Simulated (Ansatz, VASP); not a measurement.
**Ni in VASP and in Ansatz**

File INCAR:

```
SYSTEM = Ni
PREC = Accurate ; ENCUT = 520
EDIFF = 1E-6 ; ISMEAR = -1
SIGMA = 0.01 ; LREAL = .FALSE.
LASPH = .TRUE. ; NELM = 100
ALGO = Normal ; ISIF = 2
LWAVE = .FALSE. ; LCHARG = .FALSE.
GGA = PE ; NBANDS = 11
```

File KPOINTS:

```
regular mesh
0
G
  15 15 15
  0 0 0
```

File POSCAR:

```
Ni
1.0
    0.0000000000      1.7572466680      1.7572466680
    1.7572466680      0.0000000000      1.7572466680
    1.7572466680      1.7572466680      0.0000000000
Ni
1
Direct
    0.0000000000      0.0000000000      0.0000000000
```

Input for Ansatz:

```yaml
crystal:
  lattice:
    - [0.0, 1.757246668, 1.757246668]
    - [1.757246668, 0.0, 1.757246668]
    - [1.757246668, 1.757246668, 0.0]
  atoms:
    - { symbol: Ni, position: [0.0, 0.0, 0.0] }
hamiltonian:
  xc: pbe
  pseudopotentials:
    kind: paw
    azcp:
      Ni: "pseudopotentials/Ni.paw.azcp"
basis:
  ecutwfc: 420
  fft_grid_basis: typed
kpoints:
  mp_grid: { grid: [15, 15, 15], shift: [0, 0, 0] }
magnetization:
  spin_polarized: false
scf:
  occupations: { method: fermi_dirac, width: 0.01 }
  lower_state_search: "off"
output:
  stress: true
```

Alike in both runs: task single point; functional PBE; k mesh 15 × 15 × 15; occupations fermi-dirac, width 0.01 eV; no spin polarisation.

|  | VASP | Ansatz |
| --- | --- | --- |
| version | VASP 6.6.1 | Ansatz 0.2.0 |
| potentials or method | VASP PAW PBE potentials, release 64 (Ni), cutoff 520 eV | plane waves (420 eV) with PAW, scalar-relativistic |
| valence electrons in the cell | 10 | 18 |

```tsv
	VASP	Ansatz	Ansatz less VASP
pressure (GPa)	-0.8	-0.8	0.00
```

VASP's potentials hold 10 valence electrons a cell and Ansatz's 18, so a difference there can come from the potentials and not from the codes.
